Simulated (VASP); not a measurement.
Input of a VASP 6.6.1 run:

Contents of INCAR:

```
PREC = Accurate
ENCUT = 520
EDIFF = 1E-6
ISMEAR = 0
SIGMA = 0.05
LREAL = False
LASPH = True
NELM = 80
ALGO = Normal
ISIF = 2
LWAVE = False
LCHARG = False
GGA = CA
NBANDS = 29
```

File KPOINTS:

```
regular mesh
0
Gamma
  6 6 6
```

Contents of POSCAR:

```
CsCdCl3
1.0
    5.0440000000      0.0000000000      0.0000000000
    0.0000000000      5.0440000000      0.0000000000
    0.0000000000      0.0000000000      5.2780000000
Cs Cd Cl
1 1 3
Direct
    0.0000000000      0.0000000000      0.0000000000
    0.5000000000      0.5000000000      0.5000000000
    0.0000000000      0.5000000000      0.5000000000
    0.5000000000      0.0000000000      0.5000000000
    0.5000000000      0.5000000000      0.0000000000
```

Potentials or basis: VASP PAW LDA potentials, release 64 (Cs_sv, Cd, Cl).

Run with:

```console
$ cat potpaw_LDA.64/Cs_sv/POTCAR potpaw_LDA.64/Cd/POTCAR potpaw_LDA.64/Cl/POTCAR > POTCAR
$ mpirun -np 1 vasp_std > vasp.out
```

Task: What does it give for the band gap on the k mesh?

Result: 1.51 eV, indirect (least direct gap 2.32 eV).

Task: What does it give for the pressure?

Result: 0.2 GPa.

Stress tensor (GPa, compression positive):
```
 1.01  0.00  0.00
 0.00  1.01  0.00
 0.00  0.00 -1.33
```

Caveat: the cell differs from its parent crystal (strain -0.030 along x and y, +0.015 along z); spin-orbit coupling is left out, which moves the levels of the heavy elements. A k mesh can miss the band edges.
